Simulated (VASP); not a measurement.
Set up this calculation in VASP 6.6.1, as the native input.

```
Task                   : relaxation of cell and atoms
Functional             : PBE
Potentials or basis    : VASP PAW PBE potentials, release 64 (Ca_sv)
Cutoff                 : 600 eV
k mesh                 : 15 × 15 × 15
Occupations            : fermi-dirac, width 0.05 eV
Spin                   : no spin polarisation
Target pressure        : 21 GPa
Dipole correction      : no
Further INCAR settings : ALGO = Normal; EDIFF = 1e-06; IBRION = 2; EDIFFG = -0.005; NSW = 60; ISIF = 3
```

The structure of Ca lies in POSCAR:

```
Ca
1.0
   -1.8401532589      1.8401532589      1.8401532589
    1.8401532589     -1.8401532589      1.8401532589
    1.8401532589      1.8401532589     -1.8401532589
Ca
1
Direct
    0.0000000000      0.0000000000      0.0000000000
```

One way to write it, as run:

INCAR

```
SYSTEM = Ca
PREC = Accurate
ENCUT = 600
EDIFF = 1E-6
ISMEAR = -1
SIGMA = 0.05
LREAL = .False.
LASPH = .True.
NELM = 80
ALGO = Normal
ISIF = 3
LWAVE = .False.
LCHARG = .False.
GGA = PE
IBRION = 2
NSW = 60
EDIFFG = -0.005
PSTRESS = 210.0
```

KPOINTS

```
Automatic mesh
0
Gamma
  15 15 15
  0 0 0
```

Potentials or basis: VASP PAW PBE potentials, release 64 (Ca_sv).

Command:

```sh
$ cat potpaw_PBE.64/Ca_sv/POTCAR > POTCAR
$ mpirun -np 1 vasp_std > vasp.out
```

It gave:

- Relaxed volume: 24.45 Å³/atom
- Relaxed cell: a = 3.167 Å, b = 3.167 Å, c = 3.167 Å, α = 109.47°, β = 109.47°, γ = 109.47°
- Space group after relaxing (to 0.05 Å): Im-3m (No. 229)
- Energy change on relaxing (the enthalpy is what falls): +60.6 meV/atom
- Ionic steps: 3
- Pressure after relaxing: 21.0 GPa
- Band gap on the k mesh: zero (band 5 reaches 5.21 eV, above the bottom of band 6 at 3.80 eV)

Caveat: the cell is relaxed towards a set pressure, so the enthalpy falls and the energy may rise.

Wall time 52 s on 1 thread of Intel(R) Xeon(R) Platinum 8488C (Sapphire Rapids) (shared host), peak memory 0.18 GiB.
